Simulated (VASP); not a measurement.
The system is LaB6.

```
CELL_PARAMETERS angstrom
4.15700 0.00000 0.00000
0.00000 4.15700 0.00000
0.00000 0.00000 4.15700
ATOMIC_POSITIONS crystal
La 0.00000 0.00000 0.00000
B 0.19750 0.50000 0.50000
B 0.50000 0.19750 0.50000
B 0.80250 0.50000 0.50000
B 0.50000 0.80250 0.50000
B 0.50000 0.50000 0.19750
B 0.50000 0.50000 0.80250
```

| Property | Result |
| --- | --- |
| Program | VASP 6.6.1 |
| Task | relaxation of the atoms |
| Functional | PBEsol |
| Potentials or basis | VASP PAW PBE potentials, release 64 (La, B) |
| Cutoff | 450 eV |
| k mesh | 3 × 3 × 3 |
| Occupations | methfessel-paxton, width 0.15 eV |
| Spin | no spin polarisation |

At the start: pressure -3.0 GPa; volume 10.26 Å³/atom.

Task: How do energy, volume and symmetry change on relaxing?

Result: Over 3 steps the energy falls by 3.4 meV/atom; space group Pm-3m (No. 221, to 0.05 Å).

The path:
```
step  energy change (eV)  largest force (eV/Å)  pressure (GPa)
   1              0.0000                0.6719           -3.03
   2              0.0492                1.1755           -0.85
   3             -0.0235                0.0024           -2.43
```

Final structure:
```
La B
1.0
     4.15700    0.00000    0.00000
     0.00000    4.15700    0.00000
     0.00000    0.00000    4.15700
La B
1 6
Cartesian
  0.0000 0.0000 0.0000
  0.8328 2.0785 2.0785
  2.0785 0.8328 2.0785
  3.3242 2.0785 2.0785
  2.0785 3.3242 2.0785
  2.0785 2.0785 0.8328
  2.0785 2.0785 3.3242
```

Caveat: the k points lie up to 0.50 Å⁻¹ apart; the PAW data sets were made with another functional, which shifts forces and pressure a little.
